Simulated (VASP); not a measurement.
Input of a VASP 6.6.1 run:

INCAR

```
SYSTEM = Nb3H
PREC = Accurate
ENCUT = 520
EDIFF = 1E-6
ISMEAR = 0
SIGMA = 0.1
LREAL = .FALSE.
LASPH = .TRUE.
NELM = 150
ALGO = Normal
ISIF = 2
LWAVE = .FALSE.
LCHARG = .FALSE.
ISPIN = 2
MAGMOM = 0 0 0 1
LORBIT = 11
LMAXMIX = 4
LDIPOL = .TRUE.
IDIPOL = 3
DIPOL = 0.5 0.5 0.356
NBANDS = 32
```

File KPOINTS:

```
regular mesh
0
G
  9 9 1
  0 0 0
```

The input POSCAR:

```
Nb3H
1.0
    2.9270177637      0.0000000000      0.0000000000
    0.0000000000      2.9270177637      0.0000000000
    0.0000000000      0.0000000000     21.1957939222
Nb H
3 1
Direct
    0.5000000000      0.5000000000      0.1887166867
    0.0000000000      0.0000000000      0.2876907936
    0.5000000000      0.5000000000      0.3866707684
    0.5000000000      0.8333333333      0.5617054952
```

Potentials or basis: VASP PAW LDA potentials, release 64 (Nb_sv, H).

Run with:

```sh
$ cat potpaw_LDA.64/Nb_sv/POTCAR potpaw_LDA.64/H/POTCAR > POTCAR
$ mpirun -np 1 vasp_std > vasp.out
```

Q: Predict the largest force.

A: 0.332 eV/Å.

Q: Estimate the net moment.

A: 0.78 μB per cell.

Q: Estimate the site moments.

A: Nb -0.02, -0.01 (each value once); H +0.33 μB.

Forces on the atoms (eV/Å):
```
Nb   0.000  0.000  0.035
Nb   0.000 -0.004 -0.092
Nb   0.000  0.012  0.331
H    0.000 -0.008 -0.274
```
